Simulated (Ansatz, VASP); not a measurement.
**One calculation of Si, two programs**

INCAR

```
SYSTEM = Si
PREC     = Accurate       ! precision mode
ENCUT    = 520            ! plane-wave cutoff, eV
EDIFF    = 1E-6           ! SCF threshold, eV
ISMEAR   = 0              ! smearing method
SIGMA    = 0.1            ! smearing width, eV
LREAL    = .False.        ! projectors in reciprocal space
LASPH    = .True.         ! aspherical terms in the spheres
NELM     = 100            ! most SCF steps
ALGO     = Normal         ! electronic algorithm
ISIF     = 2              ! what is computed and relaxed
LWAVE    = .False.        ! write WAVECAR
LCHARG   = .False.        ! write CHGCAR
LDIPOL   = .True.       
IDIPOL   = 3            
DIPOL    = 0.5 0.5 0.385
GGA      = PE             ! functional
IVDW     = 12             ! dispersion correction
NBANDS   = 16             ! bands
```

The input KPOINTS:

```
Automatic mesh
0
Gamma
  9 9 1
  0 0 0
```

File POSCAR:

```
Si
1.0
    3.8472023583      0.0000000000      0.0000000000
   -1.9236011792      3.3317749758      0.0000000000
    0.0000000000      0.0000000000     18.4446971468
Si
4
Direct
    0.3333333333      0.6666666667      0.2695814702
    0.6666666667      0.3333333333      0.2439725610
    0.0000000000      1.1666666667      0.5256089091
    0.3333333333      0.8333333333      0.5000000000
```

Input for Ansatz:

```yaml
crystal:
  lattice:
    - [3.8472023583, 0.0, 0.0]
    - [-1.9236011791, 3.3317749758, 0.0]
    - [0.0, 0.0, 18.4446971457]
  atoms:
    - { symbol: Si, position: [0.3333333333, 0.6666666667, 0.2695814701] }
    - { symbol: Si, position: [0.6666666667, 0.3333333333, 0.243972561] }
    - { symbol: Si, position: [0.0, 1.1666666667, 0.5256089091] }
    - { symbol: Si, position: [0.3333333333, 0.8333333333, 0.5] }
basis:
  ecutwfc: 420
kpoints:
  mp_grid: { grid: [9, 9, 1] }
hamiltonian:
  xc: pbe
  dispersion: d3bj
scf:
  occupations: { method: gaussian, width: 0.1 }
output:
  forces: true
  eigenvalues: true
efield:
  axis: 3
  dipole_correction: true
  ramp_width: 0.04
```

Alike in both runs: task single point; functional PBE; dispersion D3(BJ); k mesh 9 × 9 × 1; occupations gaussian, width 0.1 eV; no spin polarisation.

|  | VASP | Ansatz |
| --- | --- | --- |
| version | VASP 6.6.1 | Ansatz 0.2.0 |
| potentials or method | VASP PAW PBE potentials, release 64 (Si), cutoff 520 eV | scalar-relativistic, plane waves, PAW |
| valence electrons in the cell | 16 | 16 |

Ansatz gave:

```
gap on the k mesh at the Fermi level (eV) : 0.11
least direct gap on the mesh (eV)         : 0.11
rms of the force components (eV/Å)        : 0.066
```

**Question.** Which values does VASP return?

**Answer.** gap on the k mesh at the Fermi level (eV): 0.11; least direct gap on the mesh (eV): 0.11; rms of the force components (eV/Å): 0.064.

Atom by atom the forces differ by 0.004 eV/Å (rms over components).
